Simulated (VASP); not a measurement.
Here is a VASP 6.6.1 calculation.

File INCAR:

```
SYSTEM = HfO2
PREC     = Accurate       ! precision mode
ENCUT    = 520            ! plane-wave cutoff, eV
EDIFF    = 1E-6           ! SCF threshold, eV
ISMEAR   = 0              ! smearing method
SIGMA    = 0.01           ! smearing width, eV
LREAL    = .False.        ! projectors in reciprocal space
LASPH    = .True.         ! aspherical terms in the spheres
NELM     = 60             ! most SCF steps
ALGO     = Normal         ! electronic algorithm
ISIF     = 2              ! what is computed and relaxed
LWAVE    = .False.        ! write WAVECAR
LCHARG   = .False.        ! write CHGCAR
GGA      = PE             ! functional
NBANDS   = 31             ! bands
```

The input KPOINTS:

```
Automatic mesh
0
Gamma
  6 6 8
  0 0 0
```

The input POSCAR:

```
HfO2
1.0
    4.8807051869      0.0000000000      0.0000000000
    0.0000000000      4.8807051869      0.0000000000
    0.0000000000      0.0000000000      3.2374960409
Hf O
2 4
Direct
    0.0000000000      0.0000000000      0.0000000000
    0.5000000000      0.5000000000      0.5000000000
    0.1948188800      0.8051811200      0.5000000000
    0.3051811200      0.3051811200      0.0000000000
    0.6948188800      0.6948188800      0.0000000000
    0.8051811200      0.1948188800      0.5000000000
```

Potentials or basis: VASP PAW PBE potentials, release 64 (Hf_pv, O).

Command:

```bash
$ cat potpaw_PBE.64/Hf_pv/POTCAR potpaw_PBE.64/O/POTCAR > POTCAR
$ mpirun -np 1 vasp_std > vasp.out
```

**Question.** Predict the largest force.

**Answer.** 0.051 eV/Å.

**Question.** What does it give for the band gap on the k mesh?

**Answer.** 3.84 eV.

Stress tensor (GPa, compression positive):
```
-2.51  0.00  0.00
 0.00 -2.51  0.00
 0.00  0.00 -3.23
```

Caveat: spin-orbit coupling is left out, which moves the levels of the heavy elements. A k mesh can miss the band edges.
